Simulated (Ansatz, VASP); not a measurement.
MgI2: VASP beside Ansatz

```
CELL_PARAMETERS angstrom
4.15370 0.00000 0.00000
-2.07685 3.59721 0.00000
0.00000 0.00000 6.86200
ATOMIC_POSITIONS crystal
Mg 0.00000 0.00000 0.95628
I 0.33333 0.66667 0.75763
I 0.66667 0.33333 0.24237
```

Alike in both runs: task single point; functional PBE; k mesh 6 × 6 × 4; occupations gaussian, width 0.05 eV; no spin polarisation.

|  | VASP | Ansatz |
| --- | --- | --- |
| version | VASP 6.6.1 | Ansatz 0.2.0 |
| potentials or method | VASP PAW PBE potentials, release 64 (Mg, I), cutoff 520 eV | scalar-relativistic, plane waves, PAW |
| valence electrons in the cell | 16 | 44 |

VASP gave:

```
gap on the k mesh at the Fermi level (eV)                     : 2.90
least direct gap on the mesh (eV)                             : 2.96
pressure (GPa)                                                : 1.9
traceless stress, the component that is largest in VASP (GPa) : -0.87
rms of the force components (eV/Å)                            : 0.671
```

**Question.** Which values does Ansatz return?

**Answer.** gap on the k mesh at the Fermi level (eV): 2.92; least direct gap on the mesh (eV): 2.98; pressure (GPa): 1.9; traceless stress, the component that is largest in VASP (GPa): -0.88; rms of the force components (eV/Å): 0.671.

Atom by atom the forces differ by 0.004 eV/Å (rms over components). With one functional, cell and mesh, what is left measures potentials, basis and numerics. VASP's potentials hold 16 valence electrons a cell and Ansatz's 44, so a difference there can come from the potentials and not from the codes.

Neither program's run includes spin-orbit coupling.
